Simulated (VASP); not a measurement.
Input of a VASP 6.6.1 run:

The input INCAR:

```
ALGO     = Normal         # electronic algorithm
EDIFF    = 1E-6           # SCF threshold, eV
EDIFFG   = -0.01          # ionic threshold
ENCUT    = 600            # plane-wave cutoff, eV
GGA      = PE             # functional
IBRION   = 2              # ionic algorithm
ISIF     = 3              # what is computed and relaxed
ISMEAR   = 0              # smearing method
LASPH    = True           # aspherical terms in the spheres
LCHARG   = False          # write CHGCAR
LREAL    = False          # projectors in reciprocal space
LWAVE    = False          # write WAVECAR
NELM     = 100            # most SCF steps
NSW      = 100            # ionic steps
PREC     = Accurate       # precision mode
SIGMA    = 0.1            # smearing width, eV
```

The input KPOINTS:

```
k-points
0
Gamma
  12 12 6
```

POSCAR

```
Ga2GeO2
1.0
    4.3399897875      0.0000000000      0.0000000000
   -2.1699948938      3.7585414082      0.0000000000
    0.0000000000      0.0000000000      6.7685388151
Ga Ge O
2 1 2
Direct
    0.3333333333      0.6666666667      0.5000000000
    0.6666666667      0.3333333333      0.5000000000
    0.0000000000      0.0000000000      0.0000000000
    0.0000000000      0.0000000000      0.7409529507
    0.0000000000      0.0000000000      0.2590470493
```

Potentials or basis: VASP PAW PBE potentials, release 64 (Ga_d, Ge_d, O).

Command:

```bash
$ cat potpaw_PBE.64/Ga_d/POTCAR potpaw_PBE.64/Ge_d/POTCAR potpaw_PBE.64/O/POTCAR > POTCAR
$ mpirun -np 1 vasp_std > vasp.out
```

Q: What does it give for the band gap on the k mesh?

A: Zero (band 26 reaches 3.01 eV, above the bottom of band 27 at 2.15 eV).

Q: Estimate the relaxed cell.

A: a = 4.355 Å, b = 4.355 Å, c = 6.726 Å, α = 90.00°, β = 90.00°, γ = 120.00°.

Q: What does it give for the space group after relaxing (to 0.05 Å)?

A: P6/mmm (No. 191).

Forces in eV/Å, atoms in the order of the input:
```
Ga   0.000  0.000  0.000
Ga   0.000  0.000  0.000
Ge   0.000  0.000  0.000
O    0.000  0.000 -0.008
O    0.000  0.000  0.008
```
